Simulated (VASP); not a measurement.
Here is a VASP 6.6.1 calculation.

Contents of INCAR:

```
ALGO = Normal ; EDIFF = 1E-7
EDIFFG = -0.04 ; ENCUT = 600
GGA = PE ; IBRION = 2
ISIF = 3 ; ISMEAR = 0
LASPH = T ; LCHARG = F
LREAL = F ; LWAVE = F
NELM = 100 ; NSW = 90
PREC = Accurate ; SIGMA = 0.1
```

File KPOINTS:

```
k-points
0
Gamma
  6 6 2
```

The input POSCAR:

```
Al2CdSi2
1.0
    3.4698884700      0.0000000000      0.0000000000
   -1.7349442300      3.0050115600      0.0000000000
    0.0000000000      0.0000000000      8.3219147200
Al Cd Si
2 1 2
Direct
    0.0000000000      0.0000000000      0.6509187000
    0.0000000000      0.0000000000      0.3490813000
    0.0000000000      0.0000000000      0.0000000000
    0.3333333300      0.6666666700      0.0000000000
    0.6666666700      0.3333333300      0.0000000000
```

Potentials or basis: VASP PAW PBE potentials, release 64 (Al, Cd, Si).

Command:

```sh
$ cat potpaw_PBE.64/Al/POTCAR potpaw_PBE.64/Cd/POTCAR potpaw_PBE.64/Si/POTCAR > POTCAR
$ mpirun -np 1 vasp_std > vasp.out
```

Task: What does it give for the space group after relaxing (to 0.1 Å)?

Result: P6/mmm (No. 191).

Task: Estimate the relaxed volume.

Result: 31.60 Å³/atom.

Stress tensor (GPa, compression positive):
```
-0.03  0.00  0.00
 0.00 -0.03  0.00
 0.00  0.00 -0.15
```

Caveat: the k points lie up to 0.38 Å⁻¹ apart in the final cell, too coarse for converged energies and pressures of a metal; the volume moved by over 15 % at a fixed basis, so the end points are rough.
